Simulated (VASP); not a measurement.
## Bi: single point with r2SCAN

Crystal: Bi.

```
CELL_PARAMETERS angstrom
3.25218 0.00000 0.00000
0.00000 3.25218 0.00000
0.00000 0.00000 3.25218
ATOMIC_POSITIONS crystal
Bi 0.00000 0.00000 0.00000
```

This isn't the form of Bi at room conditions, which is rhombohedral.

```yaml
Program: VASP 6.6.1
Task: single point
Functional: r2SCAN
Potentials_or_basis: VASP PAW PBE potentials, release 64 (Bi_d)
Cutoff: 520 eV
k_mesh: 11 × 11 × 11
Occupations: fermi-dirac, width 0.1 eV
Spin: no spin polarisation
Dipole_correction: no
Further_INCAR_settings: ALGO = Normal; EDIFF = 1e-06; NBANDS = 14
```

The pressure is 0.2 GPa. The band gap on the k mesh is zero (an odd number of electrons rules out a gap without spin polarisation).

Levels at points of the mesh, in eV from the Fermi level:
| k point | band 5 | band 6 | band 7 | band 8 | band 9 | band 10 |
| --- | --- | --- | --- | --- | --- | --- |
| (0.00, 0.00, 0.00) | -23.27 | -13.66 | 3.34 | 3.34 | 3.34 | 7.07 |

Run time: 42 s on 1 thread of Intel(R) Xeon(R) 6975P-C (Granite Rapids), on a shared host, peak memory 0.15 GiB.

Caveat: the PAW data sets were made with another functional, which shifts forces and pressure a little; spin-orbit coupling is left out, which moves the levels of the heavy elements.
